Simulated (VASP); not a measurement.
# Yb (Fm-3m) in VASP: a series of runs

Yb is run at these levels: PBE; tasks: single point.

Everything below comes from runs of VASP 6.6.1. Logs are shortened: lines on timing, memory, paths and dates and some standing lists are left out, and cuts for length are marked.

## 1. The cell of the first run

Symmetry: Fm-3m, No. 225, cubic system. Conventional cell: a = 3.848 Å, b = 3.848 Å, c = 3.848 Å, α = 90.00°, β = 90.00°, γ = 90.00°. Yb (site symmetry m-3m) has 12 Yb at 2.72 Å within 3.6 Å.

## 2. Single point, PBE (volume scaled by 0.4)

File INCAR:

```
SYSTEM = Yb
PREC     = Accurate       ! precision mode
ENCUT    = 520            ! plane-wave cutoff, eV
EDIFF    = 1E-6           ! SCF threshold, eV
ISMEAR   = -1             ! smearing method
SIGMA    = 0.08           ! smearing width, eV
LREAL    = .FALSE.        ! projectors in reciprocal space
LASPH    = .TRUE.         ! aspherical terms in the spheres
NELM     = 80             ! most SCF steps
ALGO     = Normal         ! electronic algorithm
ISIF     = 2              ! what is computed and relaxed
LWAVE    = .FALSE.        ! write WAVECAR
LCHARG   = .FALSE.        ! write CHGCAR
GGA      = PE             ! functional
NBANDS   = 18             ! bands
```

File KPOINTS:

```
regular mesh
0
G
  14 14 14
  0 0 0
```

File POSCAR:

```
Yb
1.0
    0.0000000000      1.9242325608      1.9242325608
    1.9242325608      0.0000000000      1.9242325608
    1.9242325608      1.9242325608      0.0000000000
Yb
1
Direct
    0.0000000000      0.0000000000      0.0000000000
```

Potentials or basis: VASP PAW PBE potentials, release 64 (Yb).

On the command line:

```console
cat potpaw_PBE.64/Yb/POTCAR > POTCAR
mpirun -np 1 vasp_std > vasp.out
```

OUTCAR:

```text
SYSTEM = Yb
   PREC = Accurate
   ENCUT = 520
   EDIFF = 1E-6
   ISMEAR = -1
   LREAL = .FALSE.
   LASPH = .TRUE.
   NELM = 80
   ISIF = 2
   GGA = PE

 ion  position               nearest neighbor table
   1  0.000  0.000  0.000-

  LATTYP: Found a face centered cubic cell.
 ALAT       =     3.8484651216

  Lattice vectors:

 A1 = (   0.0000000000,   1.9242325608,   1.9242325608)
 A2 = (   1.9242325608,   0.0000000000,   1.9242325608)
 A3 = (   1.9242325608,   1.9242325608,   0.0000000000)

Analysis of symmetry for initial positions (statically):
=====================================================================
 Subroutine PRICEL returns:
 Original cell was already a primitive cell.

 Routine SETGRP: Setting up the symmetry group for a
 face centered cubic supercell.

 Subroutine GETGRP returns: Found 48 space group operations
 (whereof 48 operations were pure point group operations)
 out of a pool of 48 trial point group operations.

The static configuration has the point symmetry O_h .

Analysis of symmetry for dynamics (positions and initial velocities):
=====================================================================
 Subroutine PRICEL returns:
 Original cell was already a primitive cell.

 Routine SETGRP: Setting up the symmetry group for a
 face centered cubic supercell.

 Subroutine GETGRP returns: Found 48 space group operations
 (whereof 48 operations were pure point group operations)
 out of a pool of 48 trial point group operations.

The dynamic configuration has the point symmetry O_h .

 Subroutine INISYM returns: Found 48 space group operations
 (whereof 48 operations are pure point group operations),
 and found     1 'primitive' translations

----------------------------------------------------------------------------------------

                                     Primitive cell

  volume of cell :      14.2496

  direct lattice vectors                    reciprocal lattice vectors
     0.000000000  1.924232561  1.924232561    -0.259843852  0.259843852  0.259843852
     1.924232561  0.000000000  1.924232561     0.259843852 -0.259843852  0.259843852
     1.924232561  1.924232561  0.000000000     0.259843852  0.259843852 -0.259843852

  length of vectors
     2.721275785  2.721275785  2.721275785     0.450062753  0.450062753  0.450062753

  position of ions in fractional coordinates (direct lattice)
     0.000000000  0.000000000  0.000000000

  ion indices of the primitive-cell ions
   primitive index   ion index
                 1           1

----------------------------------------------------------------------------------------

 KPOINTS: regular mesh

Automatic generation of k-mesh.
 Grid dimensions read from file:
 generate k-points for:   14   14   14

 Generating k-lattice:

  Cartesian coordinates                     Fractional coordinates (reciprocal lattice)
    -0.018560275  0.018560275  0.018560275     0.071428571  0.000000000  0.000000000
     0.018560275 -0.018560275  0.018560275     0.000000000  0.071428571  0.000000000
     0.018560275  0.018560275 -0.018560275     0.000000000  0.000000000  0.071428571

  Length of vectors
     0.032147340  0.032147340  0.032147340

  Shift w.r.t. Gamma in fractional coordinates (k-lattice)
     0.000000000  0.000000000  0.000000000

 Subroutine IBZKPT returns following result:
 ===========================================

 Found    104 irreducible k-points:

 Following reciprocal coordinates:
            Coordinates               Weight
  0.000000  0.000000  0.000000      1.000000
  0.071429  0.000000  0.000000      8.000000
  0.142857  0.000000  0.000000      8.000000
  0.214286  0.000000  0.000000      8.000000
  0.285714  0.000000  0.000000      8.000000
  0.357143  0.000000  0.000000      8.000000
[... 16 lines left out ...]
  0.214286  0.142857  0.000000     24.000000
  0.285714  0.142857  0.000000     24.000000
 [... further k-points ...]
   k-points           NKPTS =    104   k-points in BZ     NKDIM =    104   number of bands    NBANDS=     18
   number of dos      NEDOS =    301   number of ions     NIONS =      1
   total plane-waves  NPLWV =   8000
   dimension x,y,z NGX =    20 NGY =   20 NGZ =   20
   dimension x,y,z NGXF=    40 NGYF=   40 NGZF=   40
   ions per type =               1
   NGX,Y,Z   is equivalent  to a cutoff of  12.22, 12.22, 12.22 a.u.
   NGXF,Y,Z  is equivalent  to a cutoff of  24.44, 24.44, 24.44 a.u.
 SYSTEM =  Yb
   PREC   = accura    normal or accurate (medium, high low for compatibility)
   ISTART =      0    job   : 0-new  1-cont  2-samecut
   ICHARG =      2    charge: 1-file 2-atom 10-const
   ISPIN  =      1    spin polarized calculation?
   LNONCOLLINEAR =      F non collinear calculations
   LSORBIT =      F    spin-orbit coupling
   LASPH  =      T    aspherical Exc in radial PAW
   ENCUT  =  520.0 eV  38.22 Ry    6.18 a.u.   5.06  5.06  5.06*2*pi/ulx,y,z
   NELM   =     80;   NELMIN=  2; NELMDL= -5     # of ELM steps
   EDIFF  = 0.1E-05   stopping-criterion for ELM
   LREAL  =      F    real-space projection
   EDIFFG = 0.1E-04   stopping-criterion for IOM
   NSW    =      0    number of steps for IOM
   IBRION =     -1    ionic relax: 0-MD 1-quasi-New 2-CG
   NFREE  =      0    steps in history (QN), initial steepest desc. (CG)
   ISIF   =      2    stress and relaxation
   ISYM   =      2    0-nonsym 1-usesym 2-fastsym
   POTIM  = 0.5000    time-step for ionic-motion
   TEBEG  =    0.0;   TEEND  =   0.0 temperature during run
   PSTRESS=    0.0 pullay stress
   NELECT =      24.0000    total number of electrons
   NUPDOWN=      -1.0000    fix difference up-down
   EMIN   =  10.00;   EMAX   =-10.00  energy-range for DOS
   EFERMI =   0.00;   METHOD = LEGACY
   ISMEAR =    -1;   SIGMA  =   0.08  broadening in eV -4-tet -1-fermi 0-gaus
   EFERMI_NEDOS =   21; number of points for ismear=-14 and -15
   IALGO  =     38    algorithm
   IMIX   =      4    mixing-type and parameters
     AMIX     =   0.40;   BMIX     =  1.00
     AMIX_MAG =   1.60;   BMIX_MAG =  1.00
  volume/ion in A,a.u.               =      14.25        96.16
  Fermi-wavevector in a.u.,A,eV,Ry     =   1.947800  3.680808 51.619479  3.793925
  Thomas-Fermi vector in A             =   2.975953
   LORBIT       =      0    0 simple, 1 ext, 2 COOP (PROOUT), +10 PAW based schemes
   GGA     = PE    functional components
   LHFCALC =     F    Hartree Fock is set to
   AEXX    =    0.0000 exact exchange contribution
   IVDW    =     0    specifies the selected vdW correction
   LEPSILON=     F    determine dielectric tensor
   LRPA    =     F    only Hartree local field effects (RPA)
 non-spin polarized calculation
  energy-cutoff  :      520.00
  volume of cell :       14.25
 maximum number of plane-waves:       393
   NGX = 11   NGY = 11   NGZ = 11

 number of electron      23.9999993 magnetization

 Free energy of the ion-electron system (eV)
  ---------------------------------------------------
  ext. energy  EPLUGINS =         0.00000000
  ---------------------------------------------------
  free energy    TOTEN  =        -0.73286253 eV

  energy without entropy =       -0.71100801  energy(sigma->0) =       -0.72193527

 E-fermi :   5.4642     XC(G=0): -14.5820

 val. band max:        5.4511806081   @ k =  -0.2143   0.2143   0.0000
 cond. band min:       5.4860398523   @ k =  -0.3571   0.2857   0.0714
 fundamental gap:      0.0348592441
 Fermi energy:         5.4641949409

 k-point     1 :       0.0000    0.0000    0.0000
  band No.  band energies     occupation
      1     -46.6942      2.00000
      2     -16.5333      2.00000
      3     -16.5333      2.00000
      4     -16.5333      2.00000
      5      -0.2229      2.00000
      6       3.7402      2.00000
[... 10 lines left out ...]
     17      14.4587      0.00000
     18      20.1780      0.00000

 k-point     2 :       0.0714    0.0000    0.0000
  band No.  band energies     occupation
      1     -46.6605      2.00000
      2     -16.8256      2.00000
      3     -16.5624      2.00000
      4     -16.5624      2.00000
      5       0.1652      2.00000
      6       3.7295      2.00000
[... 10 lines left out ...]
     17      14.2177      0.00000
     18      20.8186      0.00000

 k-point     3 :       0.1429    0.0000    0.0000
  band No.  band energies     occupation
      1     -46.5651      2.00000
      2     -17.5886      2.00000
      3     -16.6431      2.00000
      4     -16.6431      2.00000
      5       1.1400      2.00000
      6       3.7272      2.00000
[... 10 lines left out ...]
     17      13.7966      0.00000
     18      21.9507      0.00000

 k-point     4 :       0.2143    0.0000    0.0000
  band No.  band energies     occupation
      1     -46.4244      2.00000
      2     -18.5797      2.00000
      3     -16.7575      2.00000
      4     -16.7575      2.00000
      5       2.1321      2.00000
      6       3.8672      2.00000
[... 10 lines left out ...]
     17      13.8935      0.00000
     18      21.1001      0.00000

 k-point     5 :       0.2857    0.0000    0.0000
  band No.  band energies     occupation
      1     -46.2640      2.00000
      2     -19.5694      2.00000
      3     -16.8814      2.00000
      4     -16.8814      2.00000
      5       2.5026      2.00000
      6       3.9964      2.00000
[... 10 lines left out ...]
     17      14.9058      0.00000
     18      20.1218      0.00000

 k-point     6 :       0.3571    0.0000    0.0000
  band No.  band energies     occupation
      1     -46.1154      2.00000
      2     -20.3884      2.00000
      3     -16.9904      2.00000
      4     -16.9904      2.00000
      5       2.4731      2.00000
      6       3.9203      2.00000
[... 307 lines left out ...]
 k-point    21 :      -0.0714    0.0714    0.0000
  band No.  band energies     occupation
      1     -46.6063      2.00000
      2     -17.2114      2.00000
      3     -16.7157      2.00000
      4     -16.5637      2.00000
      5       0.7583      2.00000
      6       3.7156      2.00000
[... 10 lines left out ...]
     17      14.3868      0.00000
     18      21.7814      0.00000

 k-point    22 :       0.1429    0.1429    0.0000
  band No.  band energies     occupation
      1     -46.5223      2.00000
      2     -17.5598      2.00000
      3     -16.8656      2.00000
      4     -16.8656      2.00000
      5       1.6295      2.00000
      6       3.6669      2.00000
[... 10 lines left out ...]
     17      15.1412      0.00000
     18      23.3015      0.00000

 k-point    23 :       0.2143    0.1429    0.0000
  band No.  band energies     occupation
      1     -46.4173      2.00000
      2     -18.2028      2.00000
      3     -17.0215      2.00000
      4     -16.9857      2.00000
      5       2.5183      2.00000
      6       3.6497      2.00000
[... 10 lines left out ...]
     17      15.4665      0.00000
     18      24.2697      0.00000

 k-point    24 :       0.2857    0.1429    0.0000
  band No.  band energies     occupation
      1     -46.2782      2.00000
      2     -19.0314      2.00000
      3     -17.1660      2.00000
      4     -17.1317      2.00000
      5       3.1429      2.00000
      6       3.8566      2.00000
[... 10 lines left out ...]
     17      16.1955      0.00000
     18      23.2059      0.00000

 [... further k-points ...]

------------------------ aborting loop because EDIFF is reached ----------------------------------------

  FORCE on cell =-STRESS in cart. coord.  units (eV):
  Direction    XX          YY          ZZ          XY          YZ          ZX
  --------------------------------------------------------------------------------------
  -------------------------------------------------------------------------------------
  Total        8.0735393      8.0735393      8.0735393     -0.0000000      0.0000000      0.0000000
  in kB      907.7617312    907.7617312    907.7617312     -0.0000000      0.0000000      0.0000000
  external PRESSURE =     907.7617312 kB  Pullay stress =       0.0000000 kB

 VOLUME and BASIS-vectors are now :
 -----------------------------------------------------------------------------
  energy-cutoff  :      520.00
  volume of cell :       14.25
      direct lattice vectors                 reciprocal lattice vectors
     0.000000000  1.924232561  1.924232561    -0.259843852  0.259843852  0.259843852
     1.924232561  0.000000000  1.924232561     0.259843852 -0.259843852  0.259843852
     1.924232561  1.924232561  0.000000000     0.259843852  0.259843852 -0.259843852

 POSITION                                       TOTAL-FORCE (eV/Angst)
 -----------------------------------------------------------------------------------
      0.00000      0.00000      0.00000         0.000000      0.000000     -0.000000
 -----------------------------------------------------------------------------------
    total drift:                               -0.000000     -0.000000     -0.000000

  FREE ENERGIE OF THE ION-ELECTRON SYSTEM (eV)
  ---------------------------------------------------
  free  energy   TOTEN  =        -0.7328625266 eV

  energy  without entropy=       -0.7110080082  energy(sigma->0) =       -0.72193527
```

Wall time 27 s (1 thread of AMD EPYC 9R45 (Zen 5), shared host); peak memory 0.13 GiB.

The run converged, but its numbers aren't listed here, since they failed a check.

Caveat: spin-orbit coupling is left out, which moves the levels of the heavy elements.

(Continued in part 2 of 4.)
